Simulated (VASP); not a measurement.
Input of a VASP 6.6.1 run:

Contents of INCAR:

```
SYSTEM = W
  ALGO = Normal
  EDIFF = 1E-6
  ENCUT = 500
  GGA = PE
  GGA_COMPAT = .False.
  ISIF = 2
  ISMEAR = -1
  LASPH = .True.
  LCHARG = .False.
  LREAL = .False.
  LWAVE = .False.
  NBANDS = 13
  NELM = 120
  PREC = Accurate
  SIGMA = 0.1
```

Contents of KPOINTS:

```
k-points
0
Gamma
  10 10 10
  0 0 0
```

POSCAR

```
W
1.0
   -1.5823450000      1.5823450000      1.5823450000
    1.5823450000     -1.5823450000      1.5823450000
    1.5823450000      1.5823450000     -1.5823450000
W
1
Direct
    0.0000000000      0.0000000000      0.0000000000
```

Potentials or basis: VASP PAW PBE potentials, release 64 (W_sv).

Run with:

```console
$ cat potpaw_PBE.64/W_sv/POTCAR > POTCAR
$ mpirun -np 1 vasp_std > vasp.out
```

Task: Predict the pressure.

Result: 6.6 GPa.

Task: Predict the band gap on the k mesh.

Result: Zero (band 7 reaches 16.61 eV, above the bottom of band 8 at 10.21 eV).

Caveat: spin-orbit coupling is left out, which moves the levels of the heavy elements.
